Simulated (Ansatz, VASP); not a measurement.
# Two plane-wave programs on Cu3Te

Contents of POSCAR:

```
Cu3Te
1.0
    3.9203509200      0.0000000000      0.0000000000
    0.0000000000      3.9203509200      0.0000000000
    0.0000000000      0.0000000000      3.9466620000
Cu Te
3 1
Direct
    0.0000000000      0.5000000000      0.5000000000
    0.5000000000      0.0000000000      0.5000000000
    0.5000000000      0.5000000000      0.0000000000
    0.0000000000      0.0000000000      0.0000000000
```

The input INCAR.step1:

```
PREC     = Accurate       # precision mode
ENCUT    = 520            # plane-wave cutoff, eV
ISMEAR   = -1             # smearing method
SIGMA    = 0.1            # smearing width, eV
LREAL    = F              # projectors in reciprocal space
LASPH    = T              # aspherical terms in the spheres
NELM     = 60             # most SCF steps
NBANDS   = 28             # bands
GGA      = PE             # functional
ALGO     = Normal         # electronic algorithm
EDIFF    = 1E-4           # SCF threshold, eV
LWAVE    = T              # write WAVECAR
LCHARG   = F              # write CHGCAR
```

The input INCAR.step2:

```
PREC     = Accurate       # precision mode
ENCUT    = 520            # plane-wave cutoff, eV
EDIFF    = 1E-7           # SCF threshold, eV
ISMEAR   = -1             # smearing method
SIGMA    = 0.1            # smearing width, eV
LREAL    = F              # projectors in reciprocal space
LASPH    = T              # aspherical terms in the spheres
NELM     = 60             # most SCF steps
ALGO     = Normal         # electronic algorithm
ISIF     = 2              # what is computed and relaxed
LWAVE    = F              # write WAVECAR
LCHARG   = F              # write CHGCAR
METAGGA  = R2SCAN         # meta-GGA
LMIXTAU  = T            
NBANDS   = 28             # bands
ISTART   = 1
```

The input KPOINTS:

```
regular mesh
0
Gamma
  6 6 6
```

Input for Ansatz:

```yaml
crystal:
  lattice:
    - [3.9203509199999997, 0.0, 0.0]
    - [0.0, 3.9203509199999997, 0.0]
    - [0.0, 0.0, 3.946662]
  atoms:
    - { symbol: Cu, position: [0.0, 0.5, 0.5] }
    - { symbol: Cu, position: [0.5, 0.0, 0.5] }
    - { symbol: Cu, position: [0.5, 0.5, 0.0] }
    - { symbol: Te, position: [0.0, 0.0, 0.0] }
basis:
  ecutwfc: 520.0
kpoints:
  mp_grid:
    grid: [6, 6, 6]
hamiltonian:
  xc: r2scan
scf:
  occupations:
    method: fermi_dirac
output:
  stress: true
```

Alike in both runs: task single point; functional r2SCAN; k mesh 6 × 6 × 6; no spin polarisation.

|  | VASP | Ansatz |
| --- | --- | --- |
| version | VASP 6.6.1 | Ansatz 0.2.0 |
| potentials or method | VASP PAW PBE potentials, release 64 (Cu, Te), cutoff 520 eV | plane waves, PAW |
| occupations | fermi-dirac, width 0.1 eV | fermi-dirac |
| valence electrons in the cell | 39 | 73 |

|  | VASP | Ansatz | Ansatz less VASP |
| --- | --- | --- | --- |
| pressure (GPa) | -0.8 | -1.1 | -0.29 |
| traceless stress, the component that is largest in VASP (GPa) | -0.38 | -0.39 | -0.011 |

VASP's potentials were made for PBE, not for r2SCAN. VASP's potentials hold 39 valence electrons a cell and Ansatz's 73, so a difference there can come from the potentials and not from the codes.

Spin-orbit coupling is off throughout.
